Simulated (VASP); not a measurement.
# SnSe (P6_3mc) in VASP: G0W0 quasiparticle levels with PBE

Aim: the G0W0 quasiparticle levels of SnSe with PBE.

Everything below comes from runs of VASP 6.6.1. Logs are shortened: lines on timing, memory, paths and dates and some standing lists are left out, and cuts for length are marked.

## (1) The cell of the first run

It takes space group P6_3mc (No. 186, hexagonal). The conventional cell has a = 5.075 Å, b = 5.075 Å, c = 6.174 Å, α = 90.00°, β = 90.00°, γ = 120.00°. Sn (site symmetry 3m) has 5 Se at 2.80 to 3.38 Å within 3.7 Å. Se (site symmetry 3m) has 5 Sn at 2.80 to 3.38 Å within 3.7 Å.

## (2) G0W0 quasiparticle levels, PBE

Contents of POSCAR:

```
SnSe
1.0
    5.0747781430      0.0000000000      0.0000000000
   -2.5373890715      4.3948867904      0.0000000000
    0.0000000000      0.0000000000      6.1736757118
Sn Se
2 2
Direct
    0.3333333333      0.6666666667     -0.0391356302
    0.6666666667      0.3333333333      0.4608643698
    0.3333333333      0.6666666667      0.4141356302
    0.6666666667      0.3333333333      0.9141356302
```

Contents of INCAR.step1:

```
  PREC = Accurate
  ENCUT = 500
  EDIFF = 1E-8
  ISMEAR = 0
  SIGMA = 0.01
  LREAL = False
  LASPH = True
  NELM = 100
  ALGO = Normal
  LWAVE = True
  LCHARG = False
  GGA = PE
```

Contents of INCAR.step2:

```
  PREC = Accurate
  ENCUT = 500
  EDIFF = 1E-8
  ISMEAR = 0
  SIGMA = 0.01
  LREAL = False
  LASPH = True
  NELM = 1
  ALGO = Exact
  LWAVE = True
  LCHARG = False
  GGA = PE
  NBANDS = 243
  LOPTICS = True
  ISTART = 1
```

Contents of INCAR.step3:

```
  PREC = Accurate
  ENCUT = 500
  EDIFF = 1E-8
  ISMEAR = 0
  SIGMA = 0.01
  LREAL = False
  LASPH = True
  ALGO = EVGW0
  LWAVE = False
  LCHARG = False
  GGA = PE
  NELMGW = 1
  NBANDS = 243
  ENCUTGW = 80.0
  NOMEGA = 96
  PRECFOCK = Fast
  ISTART = 1
  NBANDSGW = 28
  OMEGAMAX = 30
```

Contents of KPOINTS:

```
regular mesh
0
Gamma
  6 6 2
```

Potentials or basis: VASP PAW PBE potentials, release 64 (Sn_d_GW, Se_GW).

On the command line:

```
> cat potpaw_PBE.64/Sn_d_GW/POTCAR potpaw_PBE.64/Se_GW/POTCAR > POTCAR
> cp INCAR.step1 INCAR
> mpirun -np 1 vasp_std > vasp.out
> cp INCAR.step2 INCAR
> mpirun -np 1 vasp_std > vasp.out
> cp INCAR.step3 INCAR
> mpirun -np 1 vasp_std > vasp.out
```

OUTCAR:

```text
PREC = Accurate
   ENCUT = 500
   EDIFF = 1E-8
   ISMEAR = 0
   LREAL = False
   LASPH = True
   GGA = PE
   NELMGW = 1
   ENCUTGW = 80.0
   PRECFOCK = Fast
   ISTART = 1

 ion  position               nearest neighbor table
   1  0.333  0.667  0.961-   3 2.80   4 2.94   4 2.94   4 2.94
   2  0.667  0.333  0.461-   4 2.80   3 2.94   3 2.94   3 2.94
   3  0.333  0.667  0.414-   1 2.80   2 2.94   2 2.94   2 2.94
   4  0.667  0.333  0.914-   2 2.80   1 2.94   1 2.94   1 2.94

  LATTYP: Found a hexagonal cell.
 ALAT       =     5.0747781430
 C/A-ratio  =     1.2165410069

  Lattice vectors:

 A1 = (   5.0747781430,   0.0000000000,   0.0000000000)
 A2 = (  -2.5373890715,   4.3948867904,   0.0000000000)
 A3 = (   0.0000000000,   0.0000000000,   6.1736757118)

Analysis of symmetry for initial positions (statically):
=====================================================================
 Subroutine PRICEL returns:
 Original cell was already a primitive cell.

 Routine SETGRP: Setting up the symmetry group for a
 hexagonal supercell.

 Subroutine GETGRP returns: Found 12 space group operations
 (whereof  6 operations were pure point group operations)
 out of a pool of 24 trial point group operations.

The static configuration has the point symmetry C_3v.
 The point group associated with its full space group is C_6v.

Analysis of symmetry for dynamics (positions and initial velocities):
=====================================================================
 Subroutine PRICEL returns:
 Original cell was already a primitive cell.

 Routine SETGRP: Setting up the symmetry group for a
 hexagonal supercell.

 Subroutine GETGRP returns: Found 12 space group operations
 (whereof  6 operations were pure point group operations)
 out of a pool of 24 trial point group operations.

The dynamic configuration has the point symmetry C_3v.
 The point group associated with its full space group is C_6v.

 Subroutine INISYM returns: Found 12 space group operations
 (whereof  6 operations are pure point group operations),
 and found     1 'primitive' translations

----------------------------------------------------------------------------------------

                                     Primitive cell

  volume of cell :     137.6920

  direct lattice vectors                    reciprocal lattice vectors
     5.074778143  0.000000000  0.000000000     0.197052949  0.113768573  0.000000000
    -2.537389071  4.394886790  0.000000000     0.000000000  0.227537147  0.000000000
     0.000000000  0.000000000  6.173675712     0.000000000  0.000000000  0.161978058

  length of vectors
     5.074778143  5.074778143  6.173675712     0.227537147  0.227537147  0.161978058

  position of ions in fractional coordinates (direct lattice)
     0.333333333  0.666666667  0.960864370
     0.666666667  0.333333333  0.460864370
     0.333333333  0.666666667  0.414135630
     0.666666667  0.333333333  0.914135630

  ion indices of the primitive-cell ions
   primitive index   ion index
                 1           1
                 2           2
                 3           3
                 4           4

----------------------------------------------------------------------------------------

 KPOINTS: regular mesh

Automatic generation of k-mesh.
 Grid dimensions read from file:
 generate k-points for:    6    6    2

 Generating k-lattice:

  Cartesian coordinates                     Fractional coordinates (reciprocal lattice)
     0.032842158  0.018961429  0.000000000     0.166666667  0.000000000  0.000000000
     0.000000000  0.037922858  0.000000000     0.000000000  0.166666667  0.000000000
     0.000000000  0.000000000  0.080989029     0.000000000  0.000000000  0.500000000

  Length of vectors
     0.037922858  0.037922858  0.080989029

  Shift w.r.t. Gamma in fractional coordinates (k-lattice)
     0.000000000  0.000000000  0.000000000

 Subroutine IBZKPT returns following result:
 ===========================================

 Found     14 irreducible k-points:

 Following reciprocal coordinates:
            Coordinates               Weight
  0.000000  0.000000  0.000000      1.000000
  0.166667  0.000000  0.000000      6.000000
  0.333333  0.000000  0.000000      6.000000
  0.500000  0.000000  0.000000      3.000000
  0.166667  0.166667  0.000000      6.000000
  0.333333  0.166667  0.000000     12.000000
  0.333333  0.333333  0.000000      2.000000
  0.000000  0.000000  0.500000      1.000000
  0.166667  0.000000  0.500000      6.000000
  0.333333  0.000000  0.500000      6.000000
  0.500000  0.000000  0.500000      3.000000
  0.166667  0.166667  0.500000      6.000000
  0.333333  0.166667  0.500000     12.000000
  0.333333  0.333333  0.500000      2.000000
   k-points           NKPTS =     14   k-points in BZ     NKDIM =     72   number of bands    NBANDS=    243
   number of dos      NEDOS =    301   number of ions     NIONS =      4
   total plane-waves  NPLWV =  76800
   dimension x,y,z NGX =    40 NGY =   40 NGZ =   48
   dimension x,y,z NGXF=    80 NGYF=   80 NGZF=   96
   ions per type =               2   2
   NGX,Y,Z   is equivalent  to a cutoff of  13.10, 13.10, 12.93 a.u.
   NGXF,Y,Z  is equivalent  to a cutoff of  26.21, 26.21, 25.85 a.u.
 SYSTEM =  unknown system
   PREC   = accura    normal or accurate (medium, high low for compatibility)
   ISTART =      1    job   : 0-new  1-cont  2-samecut
   ICHARG =      0    charge: 1-file 2-atom 10-const
   ISPIN  =      1    spin polarized calculation?
   LNONCOLLINEAR =      F non collinear calculations
   LSORBIT =      F    spin-orbit coupling
   LASPH  =      T    aspherical Exc in radial PAW
   ENCUT  =  500.0 eV  36.75 Ry    6.06 a.u.   9.25  9.25 11.26*2*pi/ulx,y,z
   NELM   =     60;   NELMIN=  2; NELMDL=  0     # of ELM steps
   EDIFF  = 0.1E-07   stopping-criterion for ELM
   LREAL  =      F    real-space projection
   EDIFFG = 0.1E-06   stopping-criterion for IOM
   NSW    =      0    number of steps for IOM
   IBRION =     -1    ionic relax: 0-MD 1-quasi-New 2-CG
   NFREE  =      0    steps in history (QN), initial steepest desc. (CG)
   ISIF   =      0    stress and relaxation
   ISYM   =      3    0-nonsym 1-usesym 2-fastsym
   POTIM  = 0.5000    time-step for ionic-motion
   TEBEG  =    0.0;   TEEND  =   0.0 temperature during run
   PSTRESS=    0.0 pullay stress
   NELECT =      40.0000    total number of electrons
   NUPDOWN=      -1.0000    fix difference up-down
   EMIN   =  10.00;   EMAX   =-10.00  energy-range for DOS
   EFERMI =   0.00;   METHOD = LEGACY
   ISMEAR =     0;   SIGMA  =   0.01  broadening in eV -4-tet -1-fermi 0-gaus
   EFERMI_NEDOS =   21; number of points for ismear=-14 and -15
   IALGO  =     38    algorithm
   IMIX   =      4    mixing-type and parameters
     AMIX     =   0.40;   BMIX     =  1.00
     AMIX_MAG =   1.60;   BMIX_MAG =  1.00
  volume/ion in A,a.u.               =      34.42       232.30
  Fermi-wavevector in a.u.,A,eV,Ry     =   1.084240  2.048916 15.994679  1.175576
  Thomas-Fermi vector in A             =   2.220325
   LORBIT       =      0    0 simple, 1 ext, 2 COOP (PROOUT), +10 PAW based schemes
   GGA     = PE    functional components
   LHFCALC =     T    Hartree Fock is set to
   PRECFOCK=fast      Normal, Fast or Accurate (Low or Medium for compatibility)
   ENCUT4O =  -1.0   cutoff for four orbital integrals eV
   NKREDX  =     1    reduce k-point grid by
   NKREDY  =     1    reduce k-point grid by
   NKREDZ  =     1    reduce k-point grid by
   AEXX    =    1.0000 exact exchange contribution
   HFSCREEN=    0.0000 screening length (either q_TF or 0.3 A-1)
   HFSCREENC=   0.0000 screening length for correlation (either q_TF or 0.3 A-1)
   ENCUTFOCK=  -1.0 apply spherical cutoff to Coloumb kernel
   IVDW    =     0    specifies the selected vdW correction
   LEPSILON=     F    determine dielectric tensor
   LRPA    =     F    only Hartree local field effects (RPA)
   LRPAFORCE           =     F    calculate RPA forces
   ENCUTGW             =  80.0    cutoff for response function in eV
   ENCUTGWSOFT         =  64.0    soft cutoff for Coulomb kernel in GW response function in eV
   ENCUTLF             =  -1.0    cutoff for local field effects
   NELMGW              =     1    number of iterations in solving QP/BSE equation
   NELMHF              =     1    number of iterations in the inner HF iteration
   NKREDLFX            =     1    NKREDLFY  =   1   NKREDLFZ  =   1
 non-spin polarized calculation
 Gauss-broadening in eV      SIGMA  =   0.01
  energy-cutoff  :      500.00
  volume of cell :      137.69
 maximum number of plane-waves:      3516
 NGX is ok and might be reduce to    40
  NGX = 20; NGY = 20; NGZ = 24
   NGX = 19   NGY = 19   NGZ = 23
 maximum number of plane-waves:       250
 NGX is ok and might be reduce to    18

 QP shifts <psi_nk| G(iteration)W_0 |psi_nk>: iteration 1
 for sc-GW calculations column KS-energies equals QP-energies in previous step
 and V_xc(KS)=  KS-energies - (<T + V_ion + V_H > + <T+V_H+V_ion>^1  + <V_x>^1)

 k-point   1 :       0.0000    0.0000    0.0000
  band No.  KS-energies  QP-energies   sigma(KS)   V_xc(KS)     V^pw_x(r,r')   Z            occupation Imag(sigma)

      1     -18.9596     -21.1217     -20.8394     -17.4859     -27.0691       0.6447       2.0000       0.4147
      2     -18.9369     -21.1257     -20.8894     -17.5111     -27.0593       0.6479       2.0000       0.3706
      3     -18.9369     -21.1257     -20.8894     -17.5111     -27.0593       0.6479       2.0000       0.3706
      4     -18.9369     -21.1257     -20.8894     -17.5111     -27.0593       0.6479       2.0000       0.3706
      5     -18.9312     -21.1122     -20.8854     -17.5136     -27.0532       0.6468       2.0000       0.3696
      6     -18.9312     -21.1122     -20.8854     -17.5136     -27.0532       0.6468       2.0000       0.3696
[... 20 lines left out ...]
     27       8.2872       8.5213     -10.4199     -10.7478      -5.7066       0.7141       0.0000      -0.3622
     28       8.3220       8.2165      -8.3619      -8.2218      -3.7752       0.7531       0.0000      -0.2220

 k-point   2 :       0.1667    0.0000    0.0000
  band No.  KS-energies  QP-energies   sigma(KS)   V_xc(KS)     V^pw_x(r,r')   Z            occupation Imag(sigma)

      1     -18.9588     -21.1252     -20.8400     -17.4866     -27.0676       0.6460       2.0000       0.4129
      2     -18.9403     -21.1474     -20.8978     -17.5136     -27.0796       0.6522       2.0000       0.3806
      3     -18.9358     -21.1177     -20.8812     -17.5077     -27.0452       0.6468       2.0000       0.3658
      4     -18.9358     -21.1177     -20.8812     -17.5077     -27.0452       0.6468       2.0000       0.3658
      5     -18.9307     -21.1176     -20.8859     -17.5150     -27.0551       0.6488       2.0000       0.3689
      6     -18.9307     -21.1176     -20.8859     -17.5150     -27.0551       0.6488       2.0000       0.3689
[... 375 lines left out ...]
 k-point  14 :       0.3333    0.3333    0.5000
  band No.  KS-energies  QP-energies   sigma(KS)   V_xc(KS)     V^pw_x(r,r')   Z            occupation Imag(sigma)

      1     -18.9466     -21.1589     -20.8920     -17.5060     -27.0778       0.6534       2.0000       0.3926
      2     -18.9466     -21.1589     -20.8920     -17.5060     -27.0778       0.6534       2.0000       0.3926
      3     -18.9324     -21.1199     -20.8804     -17.5130     -27.0522       0.6496       2.0000       0.3689
      4     -18.9324     -21.1199     -20.8804     -17.5130     -27.0522       0.6496       2.0000       0.3689
      5     -18.9324     -21.1199     -20.8804     -17.5130     -27.0522       0.6496       2.0000       0.3689
      6     -18.9324     -21.1199     -20.8804     -17.5130     -27.0522       0.6496       2.0000       0.3689
[... 20 lines left out ...]
     27       8.4417       8.4710      -8.5498      -8.5882      -4.0958       0.7625       0.0000      -0.3094
     28       8.4417       8.4710      -8.5498      -8.5882      -4.0958       0.7625       0.0000      -0.3094
```

Wall time 49 min (1 thread of Intel Xeon 6975P-C (Granite Rapids), shared host); peak memory 3.8 GiB.

Results:

```
Quasiparticle gap                                   : 1.04 eV
Least direct quasiparticle gap                      : 1.05 eV
Band gap of the starting levels on the mesh         : 0.86 eV
Least direct gap of the starting levels on the mesh : 0.86 eV
```

Caveat: the k points lie up to 0.51 Å⁻¹ apart; bands, screening cutoff and mesh are small and nothing is extrapolated, so the quasiparticle values aren't converged; the structure was generated, so it needn't be the stable form of SnSe; spin-orbit coupling is left out, which moves the levels of the heavy elements.
